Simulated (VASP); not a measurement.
Write the native input for VASP 6.6.1 that does the following.

* Task: single point
* Functional: PBE
* Dispersion: D3(BJ)
* Potentials or basis: VASP PAW PBE potentials, release 64 (N, Ta_pv)
* Cutoff: 520 eV
* k mesh: 3 × 3 × 1
* Occupations: gaussian, width 0.1 eV
* Spin: no spin polarisation
* Dipole correction: yes
* Further INCAR settings: LREAL = Auto; ALGO = Normal; EDIFF = 1e-06; NBANDS = 114

The structure of TaN lies in POSCAR:

```
TaN
1.0
    5.7615861975      0.0000000000      0.0000000000
    0.0000000000      5.8570264691      0.0000000000
    0.0000000000      0.0000000000     23.9177226650
N Ta
12 12
Direct
    0.0000000000      0.7500000000      0.3344800052
    0.0000000000      0.2500000000      0.3344800052
    0.5000000000      0.7500000000      0.3344800052
    0.5000000000      0.2500000000      0.3344800052
    0.0000000000      0.5000000000      0.4405171431
    0.0000000000      0.0000000000      0.4405171431
    0.5000000000      0.5000000000      0.4405171431
    0.5000000000      0.0000000000      0.4405171431
   -0.0000152112      0.2500551554      0.5477405773
   -0.0000161760      0.7499803072      0.5475592579
    0.4999869858      0.2500354422      0.5477837330
    0.5000339334      0.7499581562      0.5476955276
    0.2500000000      0.0000000000      0.3698257178
    0.2500000000      0.5000000000      0.3698257178
    0.7500000000      0.0000000000      0.3698257178
    0.7500000000      0.5000000000      0.3698257178
    0.2499971163      0.7499426175      0.4771346790
    0.2499756509      0.2499898256      0.4771761303
    0.7500038064      0.7500181983      0.4771381613
    0.7500132559      0.2500073985      0.4771893781
    0.2501023612      0.5000950049      0.5831911878
    0.2496550044     -0.0004669807      0.5845137362
    0.7504217590      0.5005035777      0.5845063454
    0.7497837417     -0.0001292570      0.5831616594
```

These files were run (other wordings do the same):

INCAR

```
PREC = Accurate
ENCUT = 520
EDIFF = 1E-6
ISMEAR = 0
SIGMA = 0.1
LREAL = Auto
LASPH = True
NELM = 60
ALGO = Normal
ISIF = 2
LWAVE = False
LCHARG = False
LDIPOL = True
IDIPOL = 3
DIPOL = 0.5 0.5 0.459
GGA = PE
IVDW = 12
NBANDS = 114
```

KPOINTS

```
Automatic mesh
0
Gamma
  3 3 1
```

Potentials or basis: VASP PAW PBE potentials, release 64 (N, Ta_pv).

Launch:

```sh
$ cat potpaw_PBE.64/N/POTCAR potpaw_PBE.64/Ta_pv/POTCAR > POTCAR
$ mpirun -np 1 vasp_std > vasp.out
```

Results of the run:

```
Largest force              : 3.336 eV/Å
Band gap on the k mesh     : zero (bands 96 and 97 overlap by 0.03 eV)
Dispersion energy per atom : -0.320 eV
```

Caveat: the k points lie up to 0.36 Å⁻¹ apart; spin-orbit coupling is left out, which moves the levels of the heavy elements.

It took 29 min on 1 thread of Intel(R) Xeon(R) Platinum 8259CL CPU @ 2.50GHz (Skylake/Cascade Lake), on a shared host, peak memory 0.96 GiB.
